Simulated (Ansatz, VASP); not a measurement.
**Ba3SbP: VASP beside Ansatz**

INCAR

```
ALGO = Normal
EDIFF = 1E-7
ENCUT = 520
GGA = PE
ISIF = 2
ISMEAR = -1
LASPH = T
LCHARG = T
LELF = T
LREAL = F
LVHAR = T
LWAVE = F
NBANDS = 28
NELM = 80
PREC = Accurate
SIGMA = 0.1
```

Contents of KPOINTS:

```
k-points
0
Gamma
  4 4 4
```

File POSCAR:

```
Ba3SbP
1.0
    6.1131770000      0.0000000000      0.0000000000
    0.0000000000      6.1131770000      0.0000000000
    0.0000000000      0.0000000000      6.1131770000
Ba Sb P
3 1 1
Direct
    0.0000000000      0.5000000000      0.5000000000
    0.5000000000      0.0000000000      0.5000000000
    0.5000000000      0.5000000000      0.0000000000
    0.0000000000      0.0000000000      0.0000000000
    0.5000000000      0.5000000000      0.5000000000
```

Input for Ansatz:

```yaml
crystal:
  lattice:
    - [6.113177, 0.0, 0.0]
    - [0.0, 6.113177, 0.0]
    - [0.0, 0.0, 6.113177]
  atoms:
    - { symbol: Ba, position: [0.0, 0.5, 0.5] }
    - { symbol: Ba, position: [0.5, 0.0, 0.5] }
    - { symbol: Ba, position: [0.5, 0.5, 0.0] }
    - { symbol: Sb, position: [0.0, 0.0, 0.0] }
    - { symbol: P, position: [0.5, 0.5, 0.5] }
basis:
  ecutwfc: 420
kpoints:
  mp_grid: { grid: [4, 4, 4] }
hamiltonian:
  xc: pbe
  dispersion: none
scf:
  occupations: { method: fermi_dirac }
output:
  forces: true
  stress: true
  eigenvalues: true
```

Alike in both runs: task single point; functional PBE; k mesh 4 × 4 × 4; no spin polarisation.

```csv
,VASP,Ansatz
version,VASP 6.6.1,Ansatz 0.2.0
potentials or method,"VASP PAW PBE potentials, release 64 (Ba_sv, Sb, P), cutoff 520 eV","scalar-relativistic, plane waves, PAW"
occupations,"fermi-dirac, width 0.1 eV",fermi-dirac
valence electrons in the cell,40,50
```

|  | VASP | Ansatz | Ansatz less VASP |
| --- | --- | --- | --- |
| gap on the k mesh at the Fermi level (eV) | 0.29 | 0.39 | +0.099 |
| least direct gap on the mesh (eV) | 0.29 | 0.39 | +0.099 |
| pressure (GPa) | -0.1 | -0.5 | -0.39 |

VASP's potentials hold 40 valence electrons a cell and Ansatz's 50, so a difference there can come from the potentials and not from the codes.

Spin-orbit coupling is off throughout.

A gap of «none» marks a metal or a gap under the smearing width.
